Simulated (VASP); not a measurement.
Input of a VASP 6.6.1 run:

The input INCAR:

```
SYSTEM = SnSe
ALGO     = Normal         ! electronic algorithm
EDIFF    = 1E-6           ! SCF threshold, eV
ENCUT    = 500            ! plane-wave cutoff, eV
GGA_COMPAT= .False.      
ISIF     = 2              ! what is computed and relaxed
ISMEAR   = 0              ! smearing method
LASPH    = .True.         ! aspherical terms in the spheres
LCHARG   = .False.        ! write CHGCAR
LREAL    = .False.        ! projectors in reciprocal space
LWAVE    = .False.        ! write WAVECAR
NBANDS   = 28             ! bands
NELM     = 120            ! most SCF steps
PREC     = Accurate       ! precision mode
SIGMA    = 0.05           ! smearing width, eV
```

The input KPOINTS:

```
k-points
0
Gamma
  6 6 4
  0 0 0
```

POSCAR

```
SnSe
1.0
    4.5565150950      0.0000000000      0.0000000000
    0.0000000000      3.8232827808      0.0000000000
    0.0000000000      0.0000000000     10.9796229414
Sn Se
2 2
Direct
    0.5000000000      0.0000000000      0.3781633338
    0.0000000000      0.5000000000      0.6218366662
    0.5000000000      0.0000000000      0.6217782129
    0.0000000000      0.5000000000      0.3782217871
```

Potentials or basis: VASP PAW LDA potentials, release 64 (Sn_d, Se).

Run with:

```bash
$ cat potpaw_LDA.64/Sn_d/POTCAR potpaw_LDA.64/Se/POTCAR > POTCAR
$ mpirun -np 1 vasp_std > vasp.out
```

Problem. Estimate the band gap on the k mesh.

Solution. 0.29 eV, indirect (least direct gap 1.40 eV).

Problem. What does it give for the largest force?

Solution. 0.071 eV/Å.

Forces in eV/Å, atoms in the order of the input:
```
Sn   0.000  0.000  0.055
Sn   0.000  0.000 -0.055
Se   0.000  0.000 -0.071
Se   0.000  0.000  0.071
```

Caveat: the cell differs from its parent crystal (strain +0.0875 x Voigt [1, -1, 0, 0, 0, 0]); spin-orbit coupling is left out, which moves the levels of the heavy elements.
